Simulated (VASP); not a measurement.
Input of a VASP 6.6.1 run:

The input INCAR:

```
  PREC = Accurate
  ENCUT = 520
  EDIFF = 1E-6
  ISMEAR = -1
  SIGMA = 0.02
  LREAL = False
  LASPH = True
  NELM = 60
  ALGO = Normal
  ISIF = 2
  LWAVE = False
  LCHARG = False
  LDIPOL = True
  IDIPOL = 3
  DIPOL = 0.5 0.5 0.344
  GGA = CA
  NBANDS = 22
```

File KPOINTS:

```
regular mesh
0
Gamma
  6 6 1
```

POSCAR

```
Bi
1.0
    4.2267647871      0.0000000000      0.0000000000
   -2.1133823936      3.6604856815      0.0000000000
    0.0000000000      0.0000000000     27.0530695984
Bi
2
Direct
    0.3333333333      0.6666666667      0.3127592770
    0.6666666667      0.3333333333      0.3757590714
```

Potentials or basis: VASP PAW LDA potentials, release 64 (Bi_d).

The run is started by

```console
$ cat potpaw_LDA.64/Bi_d/POTCAR > POTCAR
$ mpirun -np 1 vasp_std > vasp.out
```

Problem. Estimate the largest force.

Solution. 0.049 eV/Å.

Problem. What does it give for the band gap on the k mesh?

Solution. 0.57 eV, direct.

Forces in eV/Å, atoms in the order of the input:
```
Bi   0.000  0.000 -0.049
Bi   0.000  0.000  0.049
```

Caveat: spin-orbit coupling is left out, which moves the levels of the heavy elements.
